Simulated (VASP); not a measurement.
Br:

```xyz
4
Lattice="3.3632 -2.3226 0.0000 3.3632 2.3226 0.0000 0.0000 0.0000 8.7023" Properties=species:S:1:pos:R:3 pbc="T T T"
Br    3.3632    0.6266    3.3948
Br    3.3632    1.6959    7.7459
Br    3.3632   -0.6266    5.3075
Br    3.3632   -1.6959    0.9564
```

| Property | Result |
| --- | --- |
| Program | VASP 6.6.1 |
| Task | relaxation of cell and atoms |
| Functional | PBE |
| Dispersion | D3(BJ) |
| Potentials or basis | VASP PAW PBE potentials, release 64 (Br) |
| Cutoff | 600 eV |
| k mesh | 7 × 7 × 3 |
| Occupations | fermi-dirac, width 0.05 eV |
| Spin | no spin polarisation |

At the start: pressure 0.7 GPa; volume 33.99 Å³/atom.

Where does the relaxation end?

Over 21 steps the energy falls by 45.0 meV/atom and the volume is 31.13 Å³/atom (-8.4 %); space group Cmce (No. 64, to 0.1 Å) before and after.

The path:
```tsv
step	energy change (eV)	largest force (eV/Å)	pressure (GPa)	volume (Å³)
1	0.0000	0.8933	0.68	135.95
2	-0.0132	0.3840	-2.10	138.79
3	-0.0466	0.1520	-0.93	137.43
4	-0.0802	0.1489	-0.80	134.43
5	-0.1487	0.1585	0.09	125.62
6	-0.1501	0.1868	0.79	121.79
7	-0.1526	0.1697	0.45	123.55
8	-0.1556	0.2638	-0.36	123.28
9	-0.1590	0.1340	-0.03	123.40
10	-0.1673	0.1151	0.04	123.13
11	-0.1770	0.0472	0.38	122.16
12	-0.1723	0.1802	-0.59	124.82
13	-0.1786	0.0726	0.04	123.05
14	-0.1797	0.0132	0.11	123.58
15	-0.1797	0.0138	0.11	123.58
16	-0.1796	0.0387	-0.16	124.56
17	-0.1799	0.0183	-0.01	124.00
18	-0.1800	0.0136	0.00	124.14
19	-0.1801	0.0176	0.02	124.40
20	-0.1801	0.0102	-0.07	124.64
21	-0.1802	0.0062	-0.03	124.52
```

Final structure:
```
CELL_PARAMETERS angstrom
3.49738 -2.07536 0.00000
3.49738 2.07536 0.00000
0.00000 0.00000 8.57748
ATOMIC_POSITIONS crystal
Br 0.34874 0.65126 0.38097
Br 0.15126 0.84874 0.88097
Br 0.65126 0.34874 0.61903
Br 0.84874 0.15126 0.11903
```
